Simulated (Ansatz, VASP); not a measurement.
Na: VASP beside Ansatz

INCAR

```
SYSTEM = Na
ALGO     = Normal         ! electronic algorithm
EDIFF    = 1E-6           ! SCF threshold, eV
ENCUT    = 520            ! plane-wave cutoff, eV
GGA      = PE             ! functional
ISIF     = 2              ! what is computed and relaxed
ISMEAR   = 0              ! smearing method
IVDW     = 12             ! dispersion correction
LASPH    = .True.         ! aspherical terms in the spheres
LCHARG   = .False.        ! write CHGCAR
LREAL    = .False.        ! projectors in reciprocal space
LWAVE    = .False.        ! write WAVECAR
NBANDS   = 10             ! bands
NELM     = 100            ! most SCF steps
PREC     = Accurate       ! precision mode
SIGMA    = 0.1            ! smearing width, eV
```

Contents of KPOINTS:

```
k-points
0
Gamma
  6 6 6
  0 0 0
```

Contents of POSCAR:

```
Na
1.0
   -1.8882910800      1.8882910800      2.6372766800
    1.8882910800     -1.8882910800      2.6372766800
    1.8882910800      1.8882910800     -2.6372766800
Na
1
Direct
    0.0000000000      0.0000000000      0.0000000000
```

Input for Ansatz:

```yaml
crystal:
  lattice:
    - [-1.88829108, 1.88829108, 2.63727668]
    - [1.88829108, -1.88829108, 2.63727668]
    - [1.88829108, 1.88829108, -2.63727668]
  atoms:
    - { symbol: Na, position: [0.0, 0.0, 0.0] }
basis:
  ecutwfc: 420
kpoints:
  mp_grid: { grid: [6, 6, 6] }
hamiltonian:
  xc: pbe
  dispersion: d3bj
scf:
  occupations: { method: gaussian, width: 0.1 }
  max_iter: 80
  convergence: { dr2_threshold: "1e-8 eV" }
output:
  forces: true
  stress: true
  eigenvalues: true
```

Alike in both runs: task single point; functional PBE; dispersion D3(BJ); k mesh 6 × 6 × 6; occupations gaussian, width 0.1 eV; no spin polarisation.

|  | VASP | Ansatz |
| --- | --- | --- |
| version | VASP 6.6.1 | Ansatz 0.2.0 |
| potentials or method | VASP PAW PBE potentials, release 64 (Na_pv), cutoff 520 eV | scalar-relativistic, plane waves, PAW |
| valence electrons in the cell | 7 | 9 |

```csv
,VASP,Ansatz,Ansatz less VASP
gap on the k mesh at the Fermi level (eV),none,none,-
pressure (GPa),-0.7,-0.7,+0.03
"traceless stress, the component that is largest in VASP (GPa)",-0.09,-0.09,0.000
```

A gap of «none» marks a metal or a gap that the smearing closes. VASP's potentials hold 7 valence electrons a cell and Ansatz's 9, so a difference there can come from the potentials and not from the codes. Ansatz's warnings: stress scf threshold loose.

The k mesh is coarse, so the values compare programs but aren't converged.
